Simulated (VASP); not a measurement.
# Re (Im-3m) in VASP: a series of runs

Runs on Re. Level: LDA. Tasks: relaxation of cell and atoms.

All numbers are computed with VASP 6.6.1; they aren't measurements. Logs are shortened: lines on timing, memory, paths and dates and some standing lists are left out, and cuts for length are marked.

### Step 1. The cell of the first run

It takes space group Im-3m (No. 229, cubic). The conventional cell has a = 3.077 Å, b = 3.077 Å, c = 3.077 Å, α = 90.00°, β = 90.00°, γ = 90.00°. Re (site symmetry m-3m) has 14 Re at 2.66 to 3.08 Å within 3.5 Å.

This isn't the form of Re at room conditions, which is hcp.

### Step 2. Relaxation of cell and atoms, LDA, target pressure -4.8 GPa, at which the enthalpy is minimised

File INCAR:

```
PREC = Accurate
ENCUT = 600
EDIFF = 1E-7
ISMEAR = -1
SIGMA = 0.1
LREAL = False
LASPH = True
NELM = 100
ALGO = Normal
ISIF = 3
LWAVE = False
LCHARG = False
GGA = CA
IBRION = 2
NSW = 60
EDIFFG = -0.005
PSTRESS = -48.0
```

File KPOINTS:

```
Automatic mesh
0
Gamma
  18 18 18
```

File POSCAR:

```
Re
1.0
   -1.5383989404      1.5383989404      1.5383989404
    1.5383989404     -1.5383989404      1.5383989404
    1.5383989404      1.5383989404     -1.5383989404
Re
1
Direct
    0.0000000000      0.0000000000      0.0000000000
```

Potentials or basis: VASP PAW LDA potentials, release 64 (Re).

Started as:

```bash
$ cat potpaw_LDA.64/Re/POTCAR > POTCAR
$ mpirun -np 1 vasp_std > vasp.out
```

OUTCAR:

```text
PREC = Accurate
   ENCUT = 600
   EDIFF = 1E-7
   ISMEAR = -1
   LREAL = False
   LASPH = True
   NELM = 100
   ISIF = 3
   GGA = CA
   IBRION = 2
   NSW = 60
   EDIFFG = -0.005
   PSTRESS = -48.0

 ion  position               nearest neighbor table
   1  0.000  0.000  0.000-

  LATTYP: Found a body centered cubic cell.
 ALAT       =     3.0767978808

  Lattice vectors:

 A1 = (  -1.5383989404,   1.5383989404,   1.5383989404)
 A2 = (   1.5383989404,  -1.5383989404,   1.5383989404)
 A3 = (   1.5383989404,   1.5383989404,  -1.5383989404)

Analysis of symmetry for initial positions (statically):
=====================================================================
 Subroutine PRICEL returns:
 Original cell was already a primitive cell.

 Routine SETGRP: Setting up the symmetry group for a
 body centered cubic supercell.

 Subroutine GETGRP returns: Found 48 space group operations
 (whereof 48 operations were pure point group operations)
 out of a pool of 48 trial point group operations.

The static configuration has the point symmetry O_h .

Analysis of symmetry for dynamics (positions and initial velocities):
=====================================================================
 Subroutine PRICEL returns:
 Original cell was already a primitive cell.

 Routine SETGRP: Setting up the symmetry group for a
 body centered cubic supercell.

 Subroutine GETGRP returns: Found 48 space group operations
 (whereof 48 operations were pure point group operations)
 out of a pool of 48 trial point group operations.

The dynamic configuration has the point symmetry O_h .

 Subroutine INISYM returns: Found 48 space group operations
 (whereof 48 operations are pure point group operations),
 and found     1 'primitive' translations

----------------------------------------------------------------------------------------

                                     Primitive cell

  volume of cell :      14.5635

  direct lattice vectors                    reciprocal lattice vectors
    -1.538398940  1.538398940  1.538398940     0.000000000  0.325013224  0.325013224
     1.538398940 -1.538398940  1.538398940     0.325013224  0.000000000  0.325013224
     1.538398940  1.538398940 -1.538398940     0.325013224  0.325013224  0.000000000

[... 88 lines left out ...]
   ISYM   =      2    0-nonsym 1-usesym 2-fastsym
   POTIM  = 0.5000    time-step for ionic-motion
   TEBEG  =    0.0;   TEEND  =   0.0 temperature during run
   PSTRESS=  -48.0 pullay stress
   NELECT =       7.0000    total number of electrons
   NUPDOWN=      -1.0000    fix difference up-down
   EMIN   =  10.00;   EMAX   =-10.00  energy-range for DOS
   EFERMI =   0.00;   METHOD = LEGACY
   ISMEAR =    -1;   SIGMA  =   0.10  broadening in eV -4-tet -1-fermi 0-gaus
   EFERMI_NEDOS =   21; number of points for ismear=-14 and -15
   IALGO  =     38    algorithm
   IMIX   =      4    mixing-type and parameters
     AMIX     =   0.40;   BMIX     =  1.00
     AMIX_MAG =   1.60;   BMIX_MAG =  1.00
  volume/ion in A,a.u.               =      14.56        98.28
  Fermi-wavevector in a.u.,A,eV,Ry     =   1.282385  2.423357 22.374946  1.644512
  Thomas-Fermi vector in A             =   2.414700
   LORBIT       =      0    0 simple, 1 ext, 2 COOP (PROOUT), +10 PAW based schemes
   GGA     = CA    functional components
   LHFCALC =     F    Hartree Fock is set to
   AEXX    =    0.0000 exact exchange contribution
   IVDW    =     0    specifies the selected vdW correction
   LEPSILON=     F    determine dielectric tensor
   LRPA    =     F    only Hartree local field effects (RPA)
 conjugate gradient relaxation of ions
 non-spin polarized calculation
  energy-cutoff  :      600.00
  volume of cell :       14.56
 maximum number of plane-waves:       498
 NGX is ok and might be reduce to    24
   NGX = 11   NGY = 11   NGZ = 11

--------------------------------------- Ionic step        1  -------------------------------------------

 number of electron       7.0000001 magnetization

 Free energy of the ion-electron system (eV)
  ---------------------------------------------------
  ext. energy  EPLUGINS =         0.00000000
  ---------------------------------------------------
  free energy    TOTEN  =       -13.43821513 eV

  energy without entropy =      -13.40045996  energy(sigma->0) =      -13.41933754

------------------------ aborting loop because EDIFF is reached ----------------------------------------

  FORCE on cell =-STRESS in cart. coord.  units (eV):
  Direction    XX          YY          ZZ          XY          YZ          ZX
  --------------------------------------------------------------------------------------
  -------------------------------------------------------------------------------------
  Total       -0.0872737     -0.0872737     -0.0872737      0.0000000      0.0000000      0.0000000
  in kB       -9.6012334     -9.6012334     -9.6012334      0.0000000      0.0000000      0.0000000
  external PRESSURE =      38.3987666 kB  Pullay stress =     -48.0000000 kB
[... 98 lines left out ...]
--------------------------------------- Ionic step        4  -------------------------------------------

 number of electron       7.0000000 magnetization

 Free energy of the ion-electron system (eV)
  ---------------------------------------------------
  ext. energy  EPLUGINS =         0.00000000
  ---------------------------------------------------
  free energy    TOTEN  =       -13.43559720 eV

  energy without entropy =      -13.39729602  energy(sigma->0) =      -13.41644661

 E-fermi :   8.7915     XC(G=0): -13.8473

 val. band max:        8.7914283154   @ k =  -0.3889   0.5000   0.0556
 cond. band min:       8.7991417533   @ k =  -0.2222   0.2778   0.1111
 fundamental gap:      0.0077134379
 Fermi energy:         8.7915285585

 k-point     1 :       0.0000    0.0000    0.0000
  band No.  band energies     occupation
      1      -1.9363      2.00000
      2       6.0417      2.00000
      3       6.0417      2.00000
      4       6.0417      2.00000
      5       9.5038      0.00161
      6       9.5038      0.00161
      7      24.3861      0.00000
[... 221 lines left out ...]
 k-point    24 :       0.3889    0.1111    0.0000
  band No.  band energies     occupation
      1       1.7036      2.00000
      2       3.9474      2.00000
      3       7.2649      2.00000
      4       9.3164      0.01045
      5      10.6187      0.00000
      6      13.8180      0.00000
      7      18.9677      0.00000

 [... further k-points ...]

------------------------ aborting loop because EDIFF is reached ----------------------------------------

  FORCE on cell =-STRESS in cart. coord.  units (eV):
  Direction    XX          YY          ZZ          XY          YZ          ZX
  --------------------------------------------------------------------------------------
  -------------------------------------------------------------------------------------
  Total       -0.4404401     -0.4404401     -0.4404401      0.0000000     -0.0000000      0.0000000
  in kB      -47.9758409    -47.9758409    -47.9758409      0.0000000     -0.0000000      0.0000000
  external PRESSURE =       0.0241591 kB  Pullay stress =     -48.0000000 kB
[... 20 lines left out ...]
  energy  without entropy=      -13.3972960165  energy(sigma->0) =      -13.41644661

  enthalpy is  TOTEN    =       -13.8762590663 eV   P V=       -0.4406618684

 reached required accuracy - stopping structural energy minimisation
```

CONTCAR:

```text
Re
   1.00000000000000
    -1.5434939862456636    1.5434939862456636    1.5434939862456636
     1.5434939862456636   -1.5434939862456636    1.5434939862456636
     1.5434939862456636    1.5434939862456636   -1.5434939862456636
  Re
     1
Direct
     0.0000000000000000    0.0000000000000000    0.0000000000000000

  0.00000000E+00  0.00000000E+00  0.00000000E+00
```

It took 84 s on 1 thread of Oxide Virtual Turin-like, shared host; peak memory 0.13 GiB.

Results:

- Free energy: -13.4356 eV
- Relaxed volume: 14.71 Å³/atom
- Relaxed cell: a = 2.673 Å, b = 2.673 Å, c = 2.673 Å, α = 109.47°, β = 109.47°, γ = 109.47°
- Space group after relaxing (to 0.1 Å): Im-3m (No. 229)
- Energy change on relaxing (the run minimises the enthalpy): +2.6 meV/atom
- Ionic steps: 4
- Pressure after relaxing: -4.8 GPa
- Band gap on the k mesh: zero (an odd number of electrons rules out a gap without spin polarisation)

The path:
```csv
step,energy change (eV),largest force (eV/Å),pressure (GPa),volume (Å³)
1,0.0000,0.0000,-0.96,14.56
2,0.0477,0.0000,-18.60,15.31
3,0.0027,0.0000,-4.88,14.71
4,0.0026,0.0000,-4.80,14.71
```

Final structure:
```
Re
1.0
    -1.54349    1.54349    1.54349
     1.54349   -1.54349    1.54349
     1.54349    1.54349   -1.54349
Re
1
Direct
  0.00000 0.00000 0.00000
```

Caveat: the cell is relaxed towards a set pressure, so the run minimises the enthalpy, not the energy; spin-orbit coupling is left out, which moves the levels of the heavy elements.

### Step 3. Relaxation of cell and atoms, LDA, target pressure -4.8 GPa, at which the enthalpy is minimised

This run uses another cell than the first one, of 14.65 Å³/atom.

INCAR, as its differences from that of step 2:

```diff
@@ -7,3 +7,3 @@
 LASPH = True
-NELM = 100
+NELM = 80
 ALGO = Normal
@@ -12,5 +12,4 @@
 LCHARG = False
-GGA = CA
 IBRION = 2
-NSW = 60
+NSW = 32
 EDIFFG = -0.005
```

KPOINTS is that of step 2.

File POSCAR:

```
Re
1.0
   -1.5415951946      1.5415951946      1.5415951946
    1.5415951946     -1.5415951946      1.5415951946
    1.5415951946      1.5415951946     -1.5415951946
Re
1
Direct
    0.0000000000      0.0000000000      0.0000000000
```

Potentials or basis: VASP PAW LDA potentials, release 64 (Re).

Started as:

```bash
$ cat potpaw_LDA.64/Re/POTCAR > POTCAR
$ mpirun -np 1 vasp_std > vasp.out
```

It took 69 s on 1 thread of Oxide Virtual Turin-like, shared host; peak memory 0.12 GiB.

It converged, with:

| Property | Result |
| --- | --- |
| Free energy | -13.4356 eV |
| Relaxed volume | 14.71 Å³/atom |
| Relaxed cell | a = 2.673 Å, b = 2.673 Å, c = 2.673 Å, α = 109.47°, β = 109.47°, γ = 109.47° |
| Space group after relaxing (to 0.1 Å) | Im-3m (No. 229) |
| Energy change on relaxing (the run minimises the enthalpy) | +1.4 meV/atom |
| Ionic steps | 3 |
| Pressure after relaxing | -4.8 GPa |
| Band gap on the k mesh | zero (an odd number of electrons rules out a gap without spin polarisation) |

The path:
```csv
step,energy change (eV),largest force (eV/Å),pressure (GPa),volume (Å³)
1,0.0000,0.0000,-3.38,14.65
2,0.0119,0.0000,-10.25,14.93
3,0.0014,0.0000,-4.81,14.71
```

Final structure:
```
Re
1.0
    -1.54352    1.54352    1.54352
     1.54352   -1.54352    1.54352
     1.54352    1.54352   -1.54352
Re
1
Direct
  0.00000 0.00000 0.00000
```

Levels at points of the mesh, in eV from the Fermi level:
| k point | band 1 | band 2 | band 3 | band 4 | band 5 | band 6 |
| --- | --- | --- | --- | --- | --- | --- |
| (0.00, 0.00, 0.00) | -10.73 | -2.75 | -2.75 | -2.75 | 0.71 | 0.71 |
| (0.50, 0.00, 0.00) | -7.54 | -5.02 | 0.09 | 0.61 | 1.49 | 4.52 |
| (0.50, 0.50, 0.50) | -7.19 | -7.19 | 3.57 | 3.57 | 3.57 | 8.07 |

Caveat: the cell is relaxed towards a set pressure, so the run minimises the enthalpy, not the energy; spin-orbit coupling is left out, which moves the levels of the heavy elements.
